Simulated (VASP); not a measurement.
# Ti (Im-3m) in VASP: a series of runs, part 2 of 2

VASP 6.6.1. Earlier steps stand in the parts before.

### Step 3. Single point, PBE, collinear spin (14.92 Å³/atom)

File INCAR:

```
PREC = Accurate
ENCUT = 520
EDIFF = 1E-7
ISMEAR = 0
SIGMA = 0.15
LREAL = F
LASPH = T
NELM = 150
ALGO = Normal
ISIF = 2
LWAVE = F
LCHARG = F
ISPIN = 2
MAGMOM = 0.3
LORBIT = 11
NUPDOWN = 0.3
LMAXMIX = 4
GGA = PE
NBANDS = 16
```

File KPOINTS:

```
Automatic mesh
0
Gamma
  22 22 22
```

File POSCAR:

```
Ti
1.0
   -1.5509532811      1.5509532811      1.5509532811
    1.5509532811     -1.5509532811      1.5509532811
    1.5509532811      1.5509532811     -1.5509532811
Ti
1
Direct
    0.0000000000      0.0000000000      0.0000000000
```

Potentials or basis: VASP PAW PBE potentials, release 64 (Ti_sv).

The run is started by

```console
cat potpaw_PBE.64/Ti_sv/POTCAR > POTCAR
mpirun -np 1 vasp_std > vasp.out
```

Run time: 59 s. Hardware: 1 thread of Intel Xeon 6975P-C (Granite Rapids), shared host; peak memory 0.22 GiB.

The run converged. Its results:

| Item | Value |
| --- | --- |
| Free energy | -7.6057 eV |
| Pressure | 19.5 GPa |
| Net moment | 0.30 μB per cell |
| Site moments | Ti +0.22 μB |
| Valence electrons inside the program's atomic spheres | Ti 10.47 |

Caveat: the cell stands under pressure; the total moment is fixed, so each spin has its own Fermi level and the state may be an excited one.

### Step 4. Single point, PBE, collinear spin (14.92 Å³/atom)

File INCAR:

```
SYSTEM = Ti
PREC = Accurate ; ENCUT = 520
EDIFF = 1E-7 ; ISMEAR = 0
SIGMA = 0.15 ; LREAL = .False.
LASPH = .True. ; NELM = 150
ALGO = Fast ; ISIF = 2
LWAVE = .False. ; LCHARG = .False.
ISPIN = 2 ; MAGMOM = 0.7
LORBIT = 11 ; NUPDOWN = 0.7
LMAXMIX = 4 ; GGA = PE
NBANDS = 16
```

File KPOINTS:

```
Automatic mesh
0
Gamma
  22 22 22
  0 0 0
```

POSCAR is that of step 3.

Potentials or basis: VASP PAW PBE potentials, release 64 (Ti_sv).

The run is started by

```console
cat potpaw_PBE.64/Ti_sv/POTCAR > POTCAR
mpirun -np 1 vasp_std > vasp.out
```

OUTCAR:

```text
SYSTEM = Ti
   PREC = Accurate
   ENCUT = 520
   EDIFF = 1E-7
   ISMEAR = 0
   LREAL = .False.
   LASPH = .True.
   NELM = 150
   ISIF = 2
   ISPIN = 2
   LORBIT = 11
   NUPDOWN = 0.7
   GGA = PE

 ion  position               nearest neighbor table
   1  0.000  0.000  0.000-

  LATTYP: Found a body centered cubic cell.
 ALAT       =     3.1019065622

  Lattice vectors:

 A1 = (  -1.5509532811,   1.5509532811,   1.5509532811)
 A2 = (   1.5509532811,  -1.5509532811,   1.5509532811)
 A3 = (   1.5509532811,   1.5509532811,  -1.5509532811)

Analysis of symmetry for initial positions (statically):
=====================================================================
 Subroutine PRICEL returns:
 Original cell was already a primitive cell.

 Routine SETGRP: Setting up the symmetry group for a
 body centered cubic supercell.

 Subroutine GETGRP returns: Found 48 space group operations
 (whereof 48 operations were pure point group operations)
 out of a pool of 48 trial point group operations.
[... 192 lines left out ...]
      6      10.5914      0.00000
[... 435 lines left out ...]
      5       4.6865      1.00000
      6      10.0128      0.06748
[... 8 lines left out ...]
     15      33.7943      0.00000
     16      36.9501      0.00000

 [... further k-points ...]

 spin component 2

 k-point     1 :       0.0000    0.0000    0.0000
  band No.  band energies     occupation
      1     -46.2700      1.00000
      2     -21.9004      1.00000
      3     -21.9004      1.00000
      4     -21.9004      1.00000
      5       3.8119      1.00000
      6      11.1855      0.00000
[... 435 lines left out ...]
      5       5.2442      1.00000
      6      10.6022      0.00000
[... 8 lines left out ...]
     15      34.2602      0.00000
     16      37.5266      0.00000

 [... further k-points ...]

------------------------ aborting loop because EDIFF is reached ----------------------------------------

  FORCE on cell =-STRESS in cart. coord.  units (eV):
  Direction    XX          YY          ZZ          XY          YZ          ZX
  --------------------------------------------------------------------------------------
  -------------------------------------------------------------------------------------
  Total        1.9545229      1.9545229      1.9545229      0.0000000      0.0000000      0.0000000
  in kB      209.8433524    209.8433524    209.8433524      0.0000000      0.0000000      0.0000000
  external PRESSURE =     209.8433524 kB  Pullay stress =       0.0000000 kB

 VOLUME and BASIS-vectors are now :
 -----------------------------------------------------------------------------
  energy-cutoff  :      520.00
  volume of cell :       14.92
      direct lattice vectors                 reciprocal lattice vectors
    -1.550953281  1.550953281  1.550953281     0.000000000  0.322382374  0.322382374
     1.550953281 -1.550953281  1.550953281     0.322382374  0.000000000  0.322382374
     1.550953281  1.550953281 -1.550953281     0.322382374  0.322382374  0.000000000

 POSITION                                       TOTAL-FORCE (eV/Angst)
 -----------------------------------------------------------------------------------
      0.00000      0.00000      0.00000         0.000000     -0.000000     -0.000000
 -----------------------------------------------------------------------------------
    total drift:                                0.000000     -0.000000      0.000000

  FREE ENERGIE OF THE ION-ELECTRON SYSTEM (eV)
  ---------------------------------------------------
  free  energy   TOTEN  =        -7.5778690999 eV

  energy  without entropy=       -7.5553664330  energy(sigma->0) =       -7.56661777

 total charge

# of ion       s       p       d       tot
------------------------------------------
    1        2.276   6.140   2.053  10.468

 magnetization (x)

# of ion       s       p       d       tot
------------------------------------------
    1        0.006   0.050   0.454   0.510
```

Run time: 74 s. Hardware: 1 thread of Intel Xeon 6975P-C (Granite Rapids), shared host; peak memory 0.22 GiB.

Results:

* Free energy: -7.5779 eV
* Pressure: 21.0 GPa
* Net moment: 0.70 μB per cell
* Site moments: Ti +0.51 μB
* Valence electrons inside the program's atomic spheres: Ti 10.47

Caveat: the cell stands under pressure; the total moment is fixed, so each spin has its own Fermi level and the state may be an excited one.

### Step 5. The runs side by side

| fixed moment (μB) | pressure (GPa) | moment (μB) |
| --- | --- | --- |
| 0.6 | 20.5 | 0.60 |
| 0.3 | 19.5 | 0.30 |
| 0.7 | 21.0 | 0.70 |

Alike in all rows: task single point; level PBE; potentials or basis VASP PAW PBE potentials, release 64 (Ti_sv); spin collinear; cell as given; k mesh 22 × 22 × 22; cutoff (eV) 520; smearing gaussian 0.15 eV.

Caveats: the cell stands under pressure; the total moment is fixed, so each spin has its own Fermi level and the state may be an excited one.

Absolute energies hang on the potentials; compare differences alone.
